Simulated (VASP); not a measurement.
Here is a VASP 6.6.1 calculation.

The input INCAR:

```
PREC = Accurate ; ENCUT = 500
EDIFF = 1E-6 ; ISMEAR = 0
SIGMA = 0.01 ; LREAL = F
LASPH = T ; NELM = 120
ALGO = Normal ; ISIF = 2
LWAVE = F ; LCHARG = T
GGA = PE ; LELF = T
LVHAR = T ; NBANDS = 20
GGA_COMPAT = F
```

The input KPOINTS:

```
Automatic mesh
0
Gamma
  2 2 2
```

The input POSCAR:

```
WS2
1.0
    1.5858867090      0.9156121184      6.2374759783
   -1.5858867090      0.9156121184      6.2374759783
    0.0000000000     -1.8312242367      6.2374759783
W S
1 2
Direct
    0.0006662242      0.0006662242      0.0006662242
    0.2505579538      0.2505579538      0.2505579538
    0.4174758221      0.4174758221      0.4174758221
```

Potentials or basis: VASP PAW PBE potentials, release 64 (W_sv, S).

The run is started by

```console
$ cat potpaw_PBE.64/W_sv/POTCAR potpaw_PBE.64/S/POTCAR > POTCAR
$ mpirun -np 1 vasp_std > vasp.out
```

Task: What does it give for the band gap on the k mesh?

Result: 1.99 eV, indirect (least direct gap 2.22 eV).

Task: Predict the largest force.

Result: 0.554 eV/Å.

Task: Predict the pressure.

Result: 6.3 GPa.

Stress tensor (GPa, compression positive):
```
 4.38  0.00  0.00
 0.00  4.38  0.00
 0.00  0.00 10.05
```

Caveat: the k points lie up to 1.16 Å⁻¹ apart; spin-orbit coupling is left out, which moves the levels of the heavy elements. PBE gaps usually lie below the measured ones, often by a third to a half.
